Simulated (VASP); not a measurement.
Ge:

```
Ge
1.0
     0.00000    2.77116    2.77116
     2.77116    0.00000    2.77116
     2.77116    2.77116    0.00000
Ge
2
Direct
  0.75000 0.75000 0.75000
  0.50000 0.50000 0.50000
```

Base run:

* Program: VASP 6.6.1
* Functional: RPBE
* Potentials or basis: VASP PAW PBE potentials, release 64 (Ge_d)
* Cutoff: 520 eV
* k mesh: 8 × 8 × 8
* Occupations: fermi-dirac, width 0.05 eV
* Spin: no spin polarisation

Its results: band gap on the k mesh 0.46 eV (least direct gap 0.73 eV); pressure 10.9 GPa.

Q: The run is repeated on the same cell with these changes: functional from RPBE to revPBE; dispersion from none to D3(BJ). What comes out?

A: Band gap on the k mesh 0.44 eV (least direct gap 0.70 eV); pressure 5.6 GPa.

Several settings changed at once.

Caveats: the cell stands under pressure; the PAW data sets were made with another functional, which shifts forces and pressure a little.

A k mesh can miss the band edges.
